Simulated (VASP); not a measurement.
# Al (Fm-3m) in VASP: settings compared, part 2 of 2

VASP 6.6.1.

### 3 Single point, LDA

This run uses another cell than the first one, of 17.27 Å³/atom, 1.020 times its volume.

The input, INCAR:

```
ALGO     = Fast           # electronic algorithm
EDIFF    = 1E-6           # SCF threshold, eV
ENCUT    = 520            # plane-wave cutoff, eV
ISIF     = 2              # what is computed and relaxed
ISMEAR   = -1             # smearing method
LASPH    = T              # aspherical terms in the spheres
LCHARG   = T              # write CHGCAR
LELF     = T              # ELF
LREAL    = F              # projectors in reciprocal space
LVHAR    = T            
LWAVE    = F              # write WAVECAR
NBANDS   = 8              # bands
NELM     = 100            # most SCF steps
PREC     = Accurate       # precision mode
SIGMA    = 0.05           # smearing width, eV
```

The input, KPOINTS:

```
k-points
0
Gamma
  11 11 11
```

The input, POSCAR:

```
Al
1.0
    0.0000000000      2.0514502267      2.0514502267
    2.0514502267      0.0000000000      2.0514502267
    2.0514502267      2.0514502267      0.0000000000
Al
1
Direct
    0.0000000000      0.0000000000      0.0000000000
```

Potentials or basis: VASP PAW LDA potentials, release 64 (Al).

Run with:

```console
$ cat potpaw_LDA.64/Al/POTCAR > POTCAR
$ mpirun -np 1 vasp_std > vasp.out
```

OUTCAR:

```text
EDIFF = 1E-6
   ENCUT = 520
   ISIF = 2
   ISMEAR = -1
   LASPH = T
   LREAL = F
   NELM = 100
   PREC = Accurate

 ion  position               nearest neighbor table
   1  0.000  0.000  0.000-

  LATTYP: Found a face centered cubic cell.
 ALAT       =     4.1029004534

  Lattice vectors:

 A1 = (   0.0000000000,   2.0514502267,   2.0514502267)
 A2 = (   2.0514502267,   0.0000000000,   2.0514502267)
 A3 = (   2.0514502267,   2.0514502267,   0.0000000000)

Analysis of symmetry for initial positions (statically):
=====================================================================
 Subroutine PRICEL returns:
 Original cell was already a primitive cell.

 Routine SETGRP: Setting up the symmetry group for a
 face centered cubic supercell.

 Subroutine GETGRP returns: Found 48 space group operations
[... 9 lines left out ...]

 Routine SETGRP: Setting up the symmetry group for a
 face centered cubic supercell.

 Subroutine GETGRP returns: Found 48 space group operations
 (whereof 48 operations were pure point group operations)
 out of a pool of 48 trial point group operations.

The dynamic configuration has the point symmetry O_h .

 Subroutine INISYM returns: Found 48 space group operations
 (whereof 48 operations are pure point group operations),
 and found     1 'primitive' translations

----------------------------------------------------------------------------------------

                                     Primitive cell

  volume of cell :      17.2668

  direct lattice vectors                    reciprocal lattice vectors
     0.000000000  2.051450227  2.051450227    -0.243730018  0.243730018  0.243730018
     2.051450227  0.000000000  2.051450227     0.243730018 -0.243730018  0.243730018
     2.051450227  2.051450227  0.000000000     0.243730018  0.243730018 -0.243730018

  length of vectors
     2.901188733  2.901188733  2.901188733     0.422152774  0.422152774  0.422152774

  position of ions in fractional coordinates (direct lattice)
     0.000000000  0.000000000  0.000000000

  ion indices of the primitive-cell ions
   primitive index   ion index
                 1           1

----------------------------------------------------------------------------------------

 KPOINTS: k-points

Automatic generation of k-mesh.
 Grid dimensions read from file:
 generate k-points for:   11   11   11

 Generating k-lattice:

  Cartesian coordinates                     Fractional coordinates (reciprocal lattice)
    -0.022157274  0.022157274  0.022157274     0.090909091  0.000000000  0.000000000
     0.022157274 -0.022157274  0.022157274     0.000000000  0.090909091  0.000000000
     0.022157274  0.022157274 -0.022157274     0.000000000  0.000000000  0.090909091

  Length of vectors
     0.038377525  0.038377525  0.038377525

  Shift w.r.t. Gamma in fractional coordinates (k-lattice)
     0.000000000  0.000000000  0.000000000

 Subroutine IBZKPT returns following result:
 ===========================================

 Found     56 irreducible k-points:

 Following reciprocal coordinates:
            Coordinates               Weight
  0.000000  0.000000  0.000000      1.000000
  0.090909  0.000000  0.000000      8.000000
  0.181818  0.000000  0.000000      8.000000
  0.272727  0.000000  0.000000      8.000000
  0.363636  0.000000  0.000000      8.000000
  0.454545  0.000000  0.000000      8.000000
[... 16 lines left out ...]
 -0.272727  0.181818  0.000000     24.000000
 -0.181818  0.181818  0.000000     12.000000
 [... further k-points ...]
   k-points           NKPTS =     56   k-points in BZ     NKDIM =     56   number of bands    NBANDS=      8
   number of dos      NEDOS =    301   number of ions     NIONS =      1
   total plane-waves  NPLWV =  13824
   dimension x,y,z NGX =    24 NGY =   24 NGZ =   24
   dimension x,y,z NGXF=    48 NGYF=   48 NGZF=   48
   ions per type =               1
   NGX,Y,Z   is equivalent  to a cutoff of  13.75, 13.75, 13.75 a.u.
   NGXF,Y,Z  is equivalent  to a cutoff of  27.51, 27.51, 27.51 a.u.
 SYSTEM =  unknown system
   PREC   = accura    normal or accurate (medium, high low for compatibility)
   ISTART =      0    job   : 0-new  1-cont  2-samecut
   ICHARG =      2    charge: 1-file 2-atom 10-const
   ISPIN  =      1    spin polarized calculation?
   LNONCOLLINEAR =      F non collinear calculations
   LSORBIT =      F    spin-orbit coupling
   LASPH  =      T    aspherical Exc in radial PAW
   ENCUT  =  520.0 eV  38.22 Ry    6.18 a.u.   5.39  5.39  5.39*2*pi/ulx,y,z
   NELM   =    100;   NELMIN=  2; NELMDL= -5     # of ELM steps
   EDIFF  = 0.1E-05   stopping-criterion for ELM
   LREAL  =      F    real-space projection
   EDIFFG = 0.1E-04   stopping-criterion for IOM
   NSW    =      0    number of steps for IOM
   IBRION =     -1    ionic relax: 0-MD 1-quasi-New 2-CG
   NFREE  =      0    steps in history (QN), initial steepest desc. (CG)
   ISIF   =      2    stress and relaxation
   ISYM   =      2    0-nonsym 1-usesym 2-fastsym
   POTIM  = 0.5000    time-step for ionic-motion
   TEBEG  =    0.0;   TEEND  =   0.0 temperature during run
   PSTRESS=    0.0 pullay stress
   NELECT =       3.0000    total number of electrons
   NUPDOWN=      -1.0000    fix difference up-down
   EMIN   =  10.00;   EMAX   =-10.00  energy-range for DOS
   EFERMI =   0.00;   METHOD = LEGACY
   ISMEAR =    -1;   SIGMA  =   0.05  broadening in eV -4-tet -1-fermi 0-gaus
   EFERMI_NEDOS =   21; number of points for ismear=-14 and -15
   IALGO  =     68    algorithm
   IMIX   =      4    mixing-type and parameters
     AMIX     =   0.40;   BMIX     =  1.00
     AMIX_MAG =   1.60;   BMIX_MAG =  1.00
  volume/ion in A,a.u.               =      17.27       116.52
  Fermi-wavevector in a.u.,A,eV,Ry     =   0.913505  1.726274 11.353945  0.834491
  Thomas-Fermi vector in A             =   2.038024
   LORBIT       =      0    0 simple, 1 ext, 2 COOP (PROOUT), +10 PAW based schemes
   GGA     = CA    functional components
   LHFCALC =     F    Hartree Fock is set to
   AEXX    =    0.0000 exact exchange contribution
   IVDW    =     0    specifies the selected vdW correction
   LEPSILON=     F    determine dielectric tensor
   LRPA    =     F    only Hartree local field effects (RPA)
 non-spin polarized calculation
 RMM-DIIS sequential band-by-band and
  energy-cutoff  :      520.00
  volume of cell :       17.27
 maximum number of plane-waves:       483
 NGX is ok and might be reduce to    24
   NGX = 11   NGY = 11   NGZ = 11

 number of electron       3.0000000 magnetization

 Free energy of the ion-electron system (eV)
  ---------------------------------------------------
  ext. energy  EPLUGINS =         0.00000000
  ---------------------------------------------------
  free energy    TOTEN  =        -4.17221545 eV

  energy without entropy =       -4.16808652  energy(sigma->0) =       -4.17015098

 E-fermi :   7.3457     XC(G=0): -10.1769

 val. band max:        7.1025848511   @ k =  -0.2727   0.2727   0.0909
 cond. band min:       7.3536237933   @ k =  -0.4545   0.3636   0.0000
 fundamental gap:      0.2510389422
 Fermi energy:         7.3456772501

 k-point     1 :       0.0000    0.0000    0.0000
  band No.  band energies     occupation
      1      -3.4631      2.00000
      2      19.6567      0.00000
      3      19.6567      0.00000
      4      19.6567      0.00000
      5      20.6366      0.00000
      6      20.6366      0.00000
      7      20.6366      0.00000
      8      23.6154      0.00000

 k-point     2 :       0.0909    0.0000    0.0000
  band No.  band energies     occupation
      1      -3.2458      2.00000
      2      16.7223      0.00000
      3      18.9048      0.00000
      4      18.9048      0.00000
      5      21.5172      0.00000
      6      21.6986      0.00000
      7      21.6986      0.00000
      8      25.0725      0.00000

 k-point     3 :       0.1818    0.0000    0.0000
  band No.  band energies     occupation
      1      -2.5956      2.00000
      2      13.1823      0.00000
      3      18.1527      0.00000
      4      18.1527      0.00000
      5      21.3688      0.00000
      6      22.5383      0.00000
      7      22.5383      0.00000
      8      24.2290      0.00000
[... 210 lines left out ...]
 k-point    23 :      -0.2727    0.1818    0.0000
  band No.  band energies     occupation
      1       0.1889      2.00000
      2       8.4511      0.00000
      3      11.6765      0.00000
      4      17.1831      0.00000
      5      19.1795      0.00000
      6      22.0596      0.00000
      7      24.3150      0.00000
      8      24.8392      0.00000

 k-point    24 :      -0.1818    0.1818    0.0000
  band No.  band energies     occupation
      1      -1.1611      2.00000
      2      11.0864      0.00000
      3      12.3429      0.00000
      4      18.6876      0.00000
      5      20.7513      0.00000
      6      21.8930      0.00000
      7      22.7170      0.00000
      8      23.6918      0.00000

 [... further k-points ...]
[... 5 lines left out ...]
  --------------------------------------------------------------------------------------
  -------------------------------------------------------------------------------------
  Total       -0.6523743     -0.6523743     -0.6523743     -0.0000000      0.0000000      0.0000000
  in kB      -60.5333151    -60.5333151    -60.5333151     -0.0000000      0.0000000      0.0000000
  external PRESSURE =     -60.5333151 kB  Pullay stress =       0.0000000 kB

 VOLUME and BASIS-vectors are now :
 -----------------------------------------------------------------------------
  energy-cutoff  :      520.00
  volume of cell :       17.27
      direct lattice vectors                 reciprocal lattice vectors
     0.000000000  2.051450227  2.051450227    -0.243730018  0.243730018  0.243730018
     2.051450227  0.000000000  2.051450227     0.243730018 -0.243730018  0.243730018
     2.051450227  2.051450227  0.000000000     0.243730018  0.243730018 -0.243730018

 POSITION                                       TOTAL-FORCE (eV/Angst)
 -----------------------------------------------------------------------------------
      0.00000      0.00000      0.00000        -0.000000     -0.000000     -0.000000
 -----------------------------------------------------------------------------------
    total drift:                               -0.000000      0.000000      0.000000

  FREE ENERGIE OF THE ION-ELECTRON SYSTEM (eV)
  ---------------------------------------------------
  free  energy   TOTEN  =        -4.1722154452 eV

  energy  without entropy=       -4.1680865225  energy(sigma->0) =       -4.17015098
```

Run time: 3.9 s. Hardware: 1 thread of Intel Xeon 6975P-C, shared host; peak memory 0.12 GiB.

Results:

```yaml
Free_energy: -4.1722 eV
Pressure: -6.1 GPa
```

### 4 Single point, LDA

This run uses another cell than the first one, of 17.60 Å³/atom, 1.039 times its volume.

The input, INCAR:

```
  ALGO = Normal
  EDIFF = 1E-6
  ENCUT = 520
  GGA = CA
  ISIF = 2
  ISMEAR = -1
  LASPH = True
  LCHARG = False
  LREAL = False
  LWAVE = False
  NBANDS = 8
  NELM = 100
  PREC = Accurate
  SIGMA = 0.05
```

KPOINTS is that of step 3.

The input, POSCAR:

```
Al
1.0
    0.0000000000      2.0645171409      2.0645171409
    2.0645171409      0.0000000000      2.0645171409
    2.0645171409      2.0645171409      0.0000000000
Al
1
Direct
    0.0000000000      0.0000000000      0.0000000000
```

Potentials or basis: VASP PAW LDA potentials, release 64 (Al).

Run with:

```console
$ cat potpaw_LDA.64/Al/POTCAR > POTCAR
$ mpirun -np 1 vasp_std > vasp.out
```

OUTCAR:

```text
EDIFF = 1E-6
   ENCUT = 520
   GGA = CA
   ISIF = 2
   ISMEAR = -1
   LASPH = True
   LREAL = False
   NELM = 100
   PREC = Accurate

 ion  position               nearest neighbor table
   1  0.000  0.000  0.000-

  LATTYP: Found a face centered cubic cell.
 ALAT       =     4.1290342818

  Lattice vectors:

 A1 = (   0.0000000000,   2.0645171409,   2.0645171409)
 A2 = (   2.0645171409,   0.0000000000,   2.0645171409)
 A3 = (   2.0645171409,   2.0645171409,   0.0000000000)

Analysis of symmetry for initial positions (statically):
=====================================================================
 Subroutine PRICEL returns:
 Original cell was already a primitive cell.

 Routine SETGRP: Setting up the symmetry group for a
 face centered cubic supercell.

 Subroutine GETGRP returns: Found 48 space group operations
[... 9 lines left out ...]

 Routine SETGRP: Setting up the symmetry group for a
 face centered cubic supercell.

 Subroutine GETGRP returns: Found 48 space group operations
 (whereof 48 operations were pure point group operations)
 out of a pool of 48 trial point group operations.

The dynamic configuration has the point symmetry O_h .
[... 141 lines left out ...]
  free energy    TOTEN  =        -4.15861411 eV

  energy without entropy =       -4.15440250  energy(sigma->0) =       -4.15650831

 E-fermi :   7.1552     XC(G=0): -10.1076

 val. band max:        6.9193995491   @ k =  -0.2727   0.2727   0.0909
 cond. band min:       7.1632218689   @ k =  -0.4545   0.3636   0.0000
 fundamental gap:      0.2438223198
 Fermi energy:         7.1552223002

 k-point     1 :       0.0000    0.0000    0.0000
  band No.  band energies     occupation
      1      -3.5253      2.00000
      2      19.3675      0.00000
      3      19.3675      0.00000
      4      19.3675      0.00000
      5      20.2093      0.00000
      6      20.2093      0.00000
      7      20.2093      0.00000
      8      23.2917      0.00000
[... 243 lines left out ...]
 k-point    24 :      -0.1818    0.1818    0.0000
  band No.  band energies     occupation
      1      -1.2519      2.00000
      2      10.8703      0.00000
      3      12.0672      0.00000
      4      18.3367      0.00000
      5      20.4014      0.00000
      6      21.5745      0.00000
      7      22.3243      0.00000
      8      23.2857      0.00000

 [... further k-points ...]
[... 5 lines left out ...]
  --------------------------------------------------------------------------------------
  -------------------------------------------------------------------------------------
  Total       -0.7760380     -0.7760380     -0.7760380      0.0000000      0.0000000      0.0000000
  in kB      -70.6493360    -70.6493360    -70.6493360      0.0000000      0.0000000      0.0000000
  external PRESSURE =     -70.6493360 kB  Pullay stress =       0.0000000 kB

 VOLUME and BASIS-vectors are now :
 -----------------------------------------------------------------------------
  energy-cutoff  :      520.00
  volume of cell :       17.60
      direct lattice vectors                 reciprocal lattice vectors
     0.000000000  2.064517141  2.064517141    -0.242187381  0.242187381  0.242187381
     2.064517141  0.000000000  2.064517141     0.242187381 -0.242187381  0.242187381
     2.064517141  2.064517141  0.000000000     0.242187381  0.242187381 -0.242187381

 POSITION                                       TOTAL-FORCE (eV/Angst)
 -----------------------------------------------------------------------------------
      0.00000      0.00000      0.00000        -0.000000      0.000000      0.000000
 -----------------------------------------------------------------------------------
    total drift:                                0.000000     -0.000000     -0.000000

  FREE ENERGIE OF THE ION-ELECTRON SYSTEM (eV)
  ---------------------------------------------------
  free  energy   TOTEN  =        -4.1586141143 eV

  energy  without entropy=       -4.1544024977  energy(sigma->0) =       -4.15650831
```

stdout:

```text
POSCAR found type information on POSCAR Al
 POSCAR found :  1 types and       1 ions
 scaLAPACK will be used
 LDA part: xc-table for (Slater(with rela. corr.)+CA(PZ))
 , standard interpolation
 POSCAR, INCAR and KPOINTS ok, starting setup
 FFT: planning ... GRIDC
 FFT: planning ... GRID_SOFT
 FFT: planning ... GRID
 WAVECAR not read
 entering main loop
```

Run time: 4.4 s. Hardware: 1 thread of Intel Xeon 6975P-C, shared host; peak memory 0.12 GiB.

What came out:

```yaml
Free_energy: -4.1586 eV
Pressure: -7.1 GPa
```

### 5 Single point, PBEsol+D4

This run uses another cell than the first one, of 16.60 Å³/atom, 0.980 times its volume.

The input, INCAR:

```
  PREC = Accurate
  ENCUT = 520
  EDIFF = 1E-7
  ISMEAR = -1
  SIGMA = 0.05
  LREAL = F
  LASPH = T
  NELM = 80
  ALGO = Normal
  ISIF = 2
  LWAVE = F
  LCHARG = F
  GGA = PS
  IVDW = 13
  NBANDS = 8
```

The input, KPOINTS:

```
regular mesh
0
Gamma
  11 11 11
```

The input, POSCAR:

```
Al
1.0
    0.0000000000      2.0248050000      2.0248050000
    2.0248050000      0.0000000000      2.0248050000
    2.0248050000      2.0248050000      0.0000000000
Al
1
Direct
    0.0000000000      0.0000000000      0.0000000000
```

Potentials or basis: VASP PAW PBE potentials, release 64 (Al).

Run with:

```console
$ cat potpaw_PBE.64/Al/POTCAR > POTCAR
$ mpirun -np 1 vasp_std > vasp.out
```

It took 3.7 s on 1 thread of Intel Xeon 6975P-C, shared host; peak memory 0.13 GiB.

The run converged. Its results:

* Free energy: -4.2984 eV
* Pressure: -3.7 GPa
* Dispersion energy per atom: -0.199 eV

Levels at points of the mesh, in eV from the Fermi level:
```tsv
k point	band 1	band 2	band 3	band 4	band 5	band 6
(0.00, 0.00, 0.00)	-11.10	12.55	12.55	12.55	14.00	14.00
```

Caveat: the PAW data sets were made with another functional, which shifts forces and pressure a little; pairwise dispersion overbinds metals, which lowers pressure and volume.

### 6 Single point, RPBE+D4

This run uses another cell than the first one, of 15.61 Å³/atom, 0.922 times its volume.

The input, INCAR:

```
PREC     = Accurate       # precision mode
ENCUT    = 520            # plane-wave cutoff, eV
EDIFF    = 1E-6           # SCF threshold, eV
ISMEAR   = -1             # smearing method
SIGMA    = 0.05           # smearing width, eV
LREAL    = False          # projectors in reciprocal space
LASPH    = True           # aspherical terms in the spheres
NELM     = 100            # most SCF steps
ALGO     = Normal         # electronic algorithm
ISIF     = 2              # what is computed and relaxed
LWAVE    = False          # write WAVECAR
LCHARG   = True           # write CHGCAR
GGA      = RP             # functional
IVDW     = 13             # dispersion correction
LELF     = True           # ELF
LVHAR    = True         
NBANDS   = 8              # bands
```

KPOINTS is that of step 5.

The input, POSCAR:

```
Al
1.0
    0.0000000000      1.9834708509      1.9834708509
    1.9834708509      0.0000000000      1.9834708509
    1.9834708509      1.9834708509      0.0000000000
Al
1
Direct
    0.0000000000      0.0000000000      0.0000000000
```

Potentials or basis: VASP PAW PBE potentials, release 64 (Al).

Run with:

```console
$ cat potpaw_PBE.64/Al/POTCAR > POTCAR
$ mpirun -np 1 vasp_std > vasp.out
```

Run time: 3.9 s. Hardware: 1 thread of Intel Xeon 6975P-C, shared host; peak memory 0.13 GiB.

The run converged. Its results:

* Free energy: -4.1893 eV
* Pressure: -0.2 GPa
* Dispersion energy per atom: -0.694 eV

Levels at points of the mesh, in eV from the Fermi level:
| k point | band 1 | band 2 | band 3 | band 4 | band 5 |
| --- | --- | --- | --- | --- | --- |
| (0.00, 0.00, 0.00) | -11.53 | 12.91 | 12.91 | 12.91 | 14.97 |

Caveat: the PAW data sets were made with another functional, which shifts forces and pressure a little; pairwise dispersion overbinds metals, which lowers pressure and volume.

### 7 Summary

| level | potentials or basis | cell | gap on the mesh (eV) | pressure (GPa) |
| --- | --- | --- | --- | --- |
| LDA | VASP PAW LDA potentials, release 64 (Al) | a = 2.882 Å, angles 60.0°, 1 atom | none | -4.9 |
| LDA | VASP PAW LDA potentials, release 64 (Al) | a = 2.901 Å, angles 60.0°, 1 atom | none | -6.1 |
| LDA | VASP PAW LDA potentials, release 64 (Al) | a = 2.920 Å, angles 60.0°, 1 atom | none | -7.1 |
| PBEsol+D4 | VASP PAW PBE potentials, release 64 (Al) | a = 2.864 Å, angles 60.0°, 1 atom | none | -3.7 |
| RPBE+D4 | VASP PAW PBE potentials, release 64 (Al) | a = 2.805 Å, angles 60.0°, 1 atom | none | -0.2 |

Alike in all rows: task single point; no spin polarisation; k mesh 11 × 11 × 11; cutoff (eV) 520; smearing fermi-dirac 0.05 eV.

Caveats: the PAW data sets were made with another functional, which shifts forces and pressure a little (some runs); pairwise dispersion overbinds metals, which lowers pressure and volume (some runs).

Total energies depend on the potentials used, so only differences within one code and one set of settings carry meaning.
